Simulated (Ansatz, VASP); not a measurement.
Ag: VASP beside Ansatz

The input INCAR:

```
SYSTEM = Ag
PREC = Accurate ; ENCUT = 520
EDIFF = 1E-6 ; ISMEAR = -1
SIGMA = 0.08 ; LREAL = .FALSE.
LASPH = .TRUE. ; NELM = 80
ALGO = Normal ; ISIF = 2
LWAVE = .FALSE. ; LCHARG = .TRUE.
GGA = PE ; LELF = .TRUE.
LVHAR = .TRUE. ; NBANDS = 30
```

The input KPOINTS:

```
Automatic mesh
0
G
  14 14 4
  0 0 0
```

The input POSCAR:

```
Ag
1.0
    2.8861989086      0.0000000000      0.0000000000
   -1.4430994543      2.4995215753      0.0000000000
    0.0000000000      0.0000000000     10.2000000000
Ag
4
Direct
    0.3333333333      0.6666666667      0.2500000000
    0.6666666667      0.3333333333      0.7500000000
    0.0000000000      0.0000000000      0.0000000000
    0.0000000000      0.0000000000      0.5000000000
```

Input for Ansatz:

```yaml
crystal:
  lattice:
    - [2.8861989086, 0.0, 0.0]
    - [-1.4430994543, 2.4995215753, 0.0]
    - [0.0, 0.0, 10.2]
  atoms:
    - { symbol: Ag, position: [0.3333333333, 0.6666666667, 0.25] }
    - { symbol: Ag, position: [0.6666666667, 0.3333333333, 0.75] }
    - { symbol: Ag, position: [0.0, 0.0, 0.0] }
    - { symbol: Ag, position: [0.0, 0.0, 0.5] }
kpoints:
  mp_grid: { grid: [14, 14, 4] }
  band_path:
    path:
      - [0.0, 0.0, 0.0]
      - [0.5, 0.0, 0.0]
      - [0.3333333333, 0.3333333333, 0.0]
      - [0.0, 0.0, 0.0]
      - [0.0, 0.0, 0.5]
      - [0.5, 0.0, 0.5]
      - [0.3333333333, 0.3333333333, 0.5]
      - [0.0, 0.0, 0.5]
      - [0.5, 0.0, 0.5]
    npoints: 5
scf:
  occupations: { method: fermi_dirac, width: 0.08 }
hamiltonian:
  xc: pbe
  pseudopotentials: { kind: all_electron, lapw: { basis_error: 0.0005 } }
output:
  forces: true
  stress: true
  eigenvalues: true
```

Change from the starting cell: zz strain of +2 %.

Alike in both runs: task single point; functional PBE; k mesh 14 × 14 × 4; occupations fermi-dirac, width 0.08 eV; no spin polarisation.

```csv
,VASP,Ansatz
version,VASP 6.6.1,Ansatz 0.2.0
potentials or method,"VASP PAW PBE potentials, release 64 (Ag), cutoff 520 eV","all-electron LAPW, scalar-relativistic"
```

```csv
,VASP,Ansatz,Ansatz less VASP
pressure (GPa),-1.8,-1.7,+0.08
"traceless stress, the component that is largest in VASP (GPa)",-4.04,-4.05,-0.017
```

Ansatz ran all-electron here, and VASP with PAW potentials.
